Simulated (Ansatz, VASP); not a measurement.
## Li2S in VASP and in Ansatz

```xyz
3
Lattice="0.0000 2.9193 2.9193 2.9193 0.0000 2.9193 2.9193 2.9193 0.0000" Properties=species:S:1:pos:R:3 pbc="T T T"
Li    1.4597    1.4597    1.4597
Li    4.3790    4.3790    4.3790
S     0.0000    0.0000    0.0000
```

Alike in both runs: task single point; functional BLYP; k mesh 8 × 8 × 8; occupations gaussian, width 0.05 eV; no spin polarisation.

|  | VASP | Ansatz |
| --- | --- | --- |
| version | VASP 6.6.1 | Ansatz 0.2.0 |
| potentials or method | VASP PAW PBE potentials, release 64 (Li_sv, S), cutoff 750 eV | scalar-relativistic, plane waves, PAW |
| valence electrons in the cell | 12 | 12 |

VASP gave:

- gap on the k mesh at the Fermi level (eV): 3.66
- least direct gap on the mesh (eV): 4.14
- pressure (GPa): -1.4

Problem. What did Ansatz give for the same quantities?

Solution. gap on the k mesh at the Fermi level (eV): 3.66; least direct gap on the mesh (eV): 4.12; pressure (GPa): -1.4.

VASP's potentials were made for PBE, not for BLYP. With one functional, cell and mesh, what is left measures potentials, basis and numerics.
